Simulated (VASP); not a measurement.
Write the native input for VASP 6.6.1 that does the following.

```
Task                   : relaxation of cell and atoms
Functional             : PBE
Potentials or basis    : VASP PAW PBE potentials, release 64 (Ba_sv, F)
Cutoff                 : 600 eV
k mesh                 : 6 × 6 × 6
Occupations            : fermi-dirac, width 0.02 eV
Spin                   : no spin polarisation
Dipole correction      : no
Further INCAR settings : ALGO = Normal; EDIFF = 1e-07; IBRION = 2; EDIFFG = -0.005; NSW = 80; ISIF = 3
```

The structure of BaF2 lies in POSCAR:

```
BaF2
1.0
    0.0000000000      3.1000500000      3.1000500000
    3.1000500000      0.0000000000      3.1000500000
    3.1000500000      3.1000500000      0.0000000000
Ba F
1 2
Direct
    0.0000000000      0.0000000000      0.0000000000
    0.2500000000      0.2500000000      0.2500000000
    0.7500000000      0.7500000000      0.7500000000
```

These files were run (other wordings do the same):

INCAR

```
SYSTEM = BaF2
ALGO = Normal ; EDIFF = 1E-7
EDIFFG = -0.005 ; ENCUT = 600
GGA = PE ; GGA_COMPAT = .False.
IBRION = 2 ; ISIF = 3
ISMEAR = -1 ; LASPH = .True.
LCHARG = .False. ; LREAL = .False.
LWAVE = .False. ; NELM = 120
NELMIN = 4 ; NSW = 80
PREC = Accurate ; SIGMA = 0.02
```

KPOINTS

```
k-points
0
Gamma
  6 6 6
  0 0 0
```

Potentials or basis: VASP PAW PBE potentials, release 64 (Ba_sv, F).

Command:

```bash
$ cat potpaw_PBE.64/Ba_sv/POTCAR potpaw_PBE.64/F/POTCAR > POTCAR
$ mpirun -np 1 vasp_std > vasp.out
```

It gave:

```
Relaxed volume                        : 20.65 Å³/atom
Relaxed cell                          : a = 4.441 Å, b = 4.441 Å, c = 4.441 Å, α = 60.00°, β = 60.00°, γ = 60.00°
Space group after relaxing (to 0.1 Å) : Fm-3m (No. 225)
Energy gained by relaxing             : 5.4 meV/atom
Ionic steps                           : 3
Pressure after relaxing               : 0.0 GPa
Band gap on the k mesh                : 6.60 eV (least direct gap 6.65 eV)
```

Caveat: spin-orbit coupling is left out, which moves the levels of the heavy elements.

Wall time 48 s on 1 thread of Intel(R) Xeon(R) Platinum 8488C (Sapphire Rapids), with other jobs on the host, peak memory 0.2 GiB.
